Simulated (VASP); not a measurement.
ZnAu:

```
CELL_PARAMETERS angstrom
3.14700 0.00000 0.00000
0.00000 3.14700 0.00000
0.00000 0.00000 3.14700
ATOMIC_POSITIONS crystal
Au 0.00445 0.99697 0.98940
Zn 0.48516 0.51545 0.50244
```

This cell differs from its parent crystal: atoms moved at random.

Base run:

| Item | Value |
| --- | --- |
| Program | VASP 6.6.1 |
| Functional | PBE |
| Potentials or basis | VASP PAW PBE potentials, release 64 (Au, Zn) |
| Cutoff | 520 eV |
| k mesh | 8 × 8 × 8 |
| Occupations | fermi-dirac, width 0.05 eV |
| Spin | no spin polarisation |

Its results: pressure 5.6 GPa; largest force 0.376 eV/Å.

Question: The run is repeated on the same cell with these changes: functional from PBE to PBEsol. What comes out?

Answer: Pressure -1.5 GPa; largest force 0.336 eV/Å.

PBEsol binds more tightly than PBE, so the same cell stands under less pressure.

Caveats: the PAW data sets were made with another functional, which shifts forces and pressure a little (some runs).
